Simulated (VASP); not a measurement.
# Si2Sn (Fd-3m) in VASP: further runs, part 2 of 2

VASP 6.6.1. Earlier steps stand in the parts before.

## 3. Single point, r2SCAN

This run uses another cell than the first one, of 18.48 Å³/atom.

Input file POSCAR:

```
Si2Sn
1.0
    0.0000000000      3.8132301472      3.8132301472
    3.8132301472      0.0000000000      3.8132301472
    3.8132301472      3.8132301472      0.0000000000
Si Sn
4 2
Direct
    0.6250000000      0.6250000000      0.6250000000
    0.1250000000      0.6250000000      0.6250000000
    0.6250000000      0.6250000000      0.1250000000
    0.6250000000      0.1250000000      0.6250000000
    0.0000000000      0.0000000000      0.0000000000
    0.2500000000      0.2500000000      0.2500000000
```

Input file INCAR.step1:

```
  ALGO = Normal
  EDIFF = 1E-4
  ENCUT = 520
  GGA = PE
  ISMEAR = 0
  LASPH = T
  LCHARG = F
  LREAL = F
  LWAVE = T
  NBANDS = 31
  NELM = 60
  PREC = Accurate
  SIGMA = 0.1
```

Input file INCAR.step2:

```
  ALGO = Normal
  EDIFF = 1E-7
  ENCUT = 520
  ISIF = 2
  ISMEAR = 0
  ISTART = 1
  LASPH = T
  LCHARG = F
  LMIXTAU = T
  LREAL = F
  LWAVE = F
  METAGGA = R2SCAN
  NBANDS = 31
  NELM = 60
  PREC = Accurate
  SIGMA = 0.1
```

Input file KPOINTS:

```
k-points
0
Gamma
  8 8 8
```

Potentials or basis: VASP PAW PBE potentials, release 64 (Si, Sn_d).

Started as:

```bash
$ cat potpaw_PBE.64/Si/POTCAR potpaw_PBE.64/Sn_d/POTCAR > POTCAR
$ cp INCAR.step1 INCAR
$ mpirun -np 1 vasp_std > vasp.out
$ cp INCAR.step2 INCAR
$ mpirun -np 1 vasp_std > vasp.out
```

OUTCAR:

```text
EDIFF = 1E-7
   ENCUT = 520
   ISIF = 2
   ISMEAR = 0
   ISTART = 1
   LASPH = T
   LREAL = F
   METAGGA = R2SCAN
   NELM = 60
   PREC = Accurate

 ion  position               nearest neighbor table
   1  0.625  0.625  0.625-   2 2.70   3 2.70   4 2.70   3 2.70   4 2.70   2 2.70   6 3.16   5 3.16
                             6 3.16   5 3.16   6 3.16   5 3.16
   2  0.125  0.625  0.625-   1 2.70   3 2.70   4 2.70   1 2.70   3 2.70   4 2.70   5 3.16   6 3.16
                             5 3.16   5 3.16   6 3.16   6 3.16
   3  0.625  0.625  0.125-   1 2.70   1 2.70   2 2.70   4 2.70   4 2.70   2 2.70   6 3.16   5 3.16
                             6 3.16   5 3.16   6 3.16   5 3.16
   4  0.625  0.125  0.625-   1 2.70   3 2.70   1 2.70   2 2.70   3 2.70   2 2.70   5 3.16   6 3.16
                             5 3.16   6 3.16   6 3.16   5 3.16
   5  0.000  0.000  0.000-   1 3.16   3 3.16   4 3.16   1 3.16   2 3.16   3 3.16   1 3.16   2 3.16
                             4 3.16   2 3.16   3 3.16   4 3.16   6 3.30   6 3.30   6 3.30   6 3.30
   6  0.250  0.250  0.250-   2 3.16   3 3.16   4 3.16   1 3.16   2 3.16   4 3.16   1 3.16   2 3.16
                             3 3.16   1 3.16   3 3.16   4 3.16   5 3.30   5 3.30   5 3.30   5 3.30

  LATTYP: Found a face centered cubic cell.
 ALAT       =     7.6264602944

  Lattice vectors:

 A1 = (   0.0000000000,   3.8132301472,   3.8132301472)
 A2 = (   3.8132301472,   0.0000000000,   3.8132301472)
 A3 = (   3.8132301472,   3.8132301472,   0.0000000000)

Analysis of symmetry for initial positions (statically):
=====================================================================
 Subroutine PRICEL returns:
 Original cell was already a primitive cell.

 Routine SETGRP: Setting up the symmetry group for a
 face centered cubic supercell.

 Subroutine GETGRP returns: Found 48 space group operations
 (whereof 24 operations were pure point group operations)
 out of a pool of 48 trial point group operations.

The static configuration has the point symmetry T_d .
 The point group associated with its full space group is O_h .

Analysis of symmetry for dynamics (positions and initial velocities):
=====================================================================
 Subroutine PRICEL returns:
 Original cell was already a primitive cell.

 Routine SETGRP: Setting up the symmetry group for a
 face centered cubic supercell.

 Subroutine GETGRP returns: Found 48 space group operations
 (whereof 24 operations were pure point group operations)
 out of a pool of 48 trial point group operations.

The dynamic configuration has the point symmetry T_d .
 The point group associated with its full space group is O_h .

 Subroutine INISYM returns: Found 48 space group operations
 (whereof 24 operations are pure point group operations),
 and found     1 'primitive' translations

----------------------------------------------------------------------------------------

                                     Primitive cell

  volume of cell :     110.8943

  direct lattice vectors                    reciprocal lattice vectors
     0.000000000  3.813230147  3.813230147    -0.131122429  0.131122429  0.131122429
     3.813230147  0.000000000  3.813230147     0.131122429 -0.131122429  0.131122429
     3.813230147  3.813230147  0.000000000     0.131122429  0.131122429 -0.131122429

  length of vectors
     5.392721791  5.392721791  5.392721791     0.227110709  0.227110709  0.227110709

[... 50 lines left out ...]
  0.125000  0.125000  0.000000      6.000000
[... 16 lines left out ...]
  0.500000  0.250000  0.125000     48.000000
 -0.375000  0.250000  0.125000     24.000000
 [... further k-points ...]
   k-points           NKPTS =     29   k-points in BZ     NKDIM =     29   number of bands    NBANDS=     31
   number of dos      NEDOS =    301   number of ions     NIONS =      6
   total plane-waves  NPLWV =  64000
   dimension x,y,z NGX =    40 NGY =   40 NGZ =   40
   dimension x,y,z NGXF=    80 NGYF=   80 NGZF=   80
   ions per type =               4   2
   NGX,Y,Z   is equivalent  to a cutoff of  12.33, 12.33, 12.33 a.u.
   NGXF,Y,Z  is equivalent  to a cutoff of  24.66, 24.66, 24.66 a.u.
 SYSTEM =  unknown system
   PREC   = accura    normal or accurate (medium, high low for compatibility)
   ISTART =      1    job   : 0-new  1-cont  2-samecut
   ICHARG =      0    charge: 1-file 2-atom 10-const
   ISPIN  =      1    spin polarized calculation?
   LNONCOLLINEAR =      F non collinear calculations
   LSORBIT =      F    spin-orbit coupling
   LASPH  =      T    aspherical Exc in radial PAW
   ENCUT  =  520.0 eV  38.22 Ry    6.18 a.u.  10.03 10.03 10.03*2*pi/ulx,y,z
   NELM   =     60;   NELMIN=  2; NELMDL=  0     # of ELM steps
   EDIFF  = 0.1E-06   stopping-criterion for ELM
   LREAL  =      F    real-space projection
   EDIFFG = 0.1E-05   stopping-criterion for IOM
   NSW    =      0    number of steps for IOM
   IBRION =     -1    ionic relax: 0-MD 1-quasi-New 2-CG
   NFREE  =      0    steps in history (QN), initial steepest desc. (CG)
   ISIF   =      2    stress and relaxation
   ISYM   =      2    0-nonsym 1-usesym 2-fastsym
   POTIM  = 0.5000    time-step for ionic-motion
   TEBEG  =    0.0;   TEEND  =   0.0 temperature during run
   PSTRESS=    0.0 pullay stress
   NELECT =      44.0000    total number of electrons
   NUPDOWN=      -1.0000    fix difference up-down
   EMIN   =  10.00;   EMAX   =-10.00  energy-range for DOS
   EFERMI =   0.00;   METHOD = LEGACY
   ISMEAR =     0;   SIGMA  =   0.10  broadening in eV -4-tet -1-fermi 0-gaus
   EFERMI_NEDOS =   21; number of points for ismear=-14 and -15
   IALGO  =     38    algorithm
   IMIX   =      4    mixing-type and parameters
     AMIX     =   0.40;   BMIX     =  1.00
     AMIX_MAG =   1.60;   BMIX_MAG =  1.00
  volume/ion in A,a.u.               =      18.48       124.73
  Fermi-wavevector in a.u.,A,eV,Ry     =   1.202973  2.273290 19.689604  1.447145
  Thomas-Fermi vector in A             =   2.338740
   LORBIT       =      0    0 simple, 1 ext, 2 COOP (PROOUT), +10 PAW based schemes
   METAGGA = R2SCAN    functional components
   LHFCALC =     F    Hartree Fock is set to
   AEXX    =    0.0000 exact exchange contribution
   IVDW    =     0    specifies the selected vdW correction
   LEPSILON=     F    determine dielectric tensor
   LRPA    =     F    only Hartree local field effects (RPA)
 non-spin polarized calculation
 Gauss-broadening in eV      SIGMA  =   0.10
  energy-cutoff  :      520.00
  volume of cell :      110.89
 maximum number of plane-waves:      3002
   NGX = 21   NGY = 21   NGZ = 21

 number of electron      43.9999982 magnetization

 Free energy of the ion-electron system (eV)
  ---------------------------------------------------
  ext. energy  EPLUGINS =         0.00000000
  ---------------------------------------------------
  free energy    TOTEN  =       -80.58667811 eV

  energy without entropy =      -80.56231401  energy(sigma->0) =      -80.57449606

 E-fermi :   9.2735     XC(G=0): -11.7705

 val. band max:        9.2672634696   @ k =   0.3750   0.2500   0.1250
 cond. band min:       9.2926518631   @ k =  -0.3750   0.3750   0.1250
 fundamental gap:      0.0253883935
 Fermi energy:         9.2735014523

 k-point     1 :       0.0000    0.0000    0.0000
  band No.  band energies     occupation
      1     -13.0418      2.00000
      2     -13.0418      2.00000
      3     -13.0418      2.00000
      4     -13.0312      2.00000
      5     -13.0312      2.00000
      6     -12.9400      2.00000
[... 805 lines left out ...]
     30      14.0071      0.00000
     31      14.5708      0.00000

 [... further k-points ...]

------------------------ aborting loop because EDIFF is reached ----------------------------------------

  FORCE on cell =-STRESS in cart. coord.  units (eV):
  Direction    XX          YY          ZZ          XY          YZ          ZX
  --------------------------------------------------------------------------------------
  -------------------------------------------------------------------------------------
  Total        0.0345803      0.0345803      0.0345803      0.0000000      0.0000000      0.0000000
  in kB        0.4996094      0.4996094      0.4996094      0.0000000      0.0000000      0.0000000
  external PRESSURE =       0.4996094 kB  Pullay stress =       0.0000000 kB

 VOLUME and BASIS-vectors are now :
 -----------------------------------------------------------------------------
  energy-cutoff  :      520.00
  volume of cell :      110.89
      direct lattice vectors                 reciprocal lattice vectors
     0.000000000  3.813230147  3.813230147    -0.131122429  0.131122429  0.131122429
     3.813230147  0.000000000  3.813230147     0.131122429 -0.131122429  0.131122429
     3.813230147  3.813230147  0.000000000     0.131122429  0.131122429 -0.131122429

 POSITION                                       TOTAL-FORCE (eV/Angst)
 -----------------------------------------------------------------------------------
      4.76654      4.76654      4.76654         0.000000     -0.000000     -0.000000
      4.76654      2.85992      2.85992         0.000000     -0.000000     -0.000000
      2.85992      2.85992      4.76654         0.000000     -0.000000     -0.000000
      2.85992      4.76654      2.85992         0.000000     -0.000000     -0.000000
      0.00000      0.00000      0.00000         0.000000      0.000000      0.000000
      1.90662      1.90662      1.90662        -0.000000     -0.000000     -0.000000
 -----------------------------------------------------------------------------------
    total drift:                               -0.000000     -0.000000      0.000000

  FREE ENERGIE OF THE ION-ELECTRON SYSTEM (eV)
  ---------------------------------------------------
  free  energy   TOTEN  =       -80.5866781134 eV

  energy  without entropy=      -80.5623140116  energy(sigma->0) =      -80.57449606
```

Wall time 10 min (1 thread of Intel Xeon 8259CL, shared host); peak memory 0.3 GiB.

What came out:

```yaml
Free_energy: -80.5867 eV
Pressure: 0.0 GPa
Band_gap_on_the_k_mesh: zero (bands 22 and 23 overlap by 2.66 eV)
```

Caveat: the PAW data sets were made with another functional, which shifts forces and pressure a little; spin-orbit coupling is left out, which moves the levels of the heavy elements.

The gap in the log of VASP goes by the Fermi energy; the results here count the filled bands.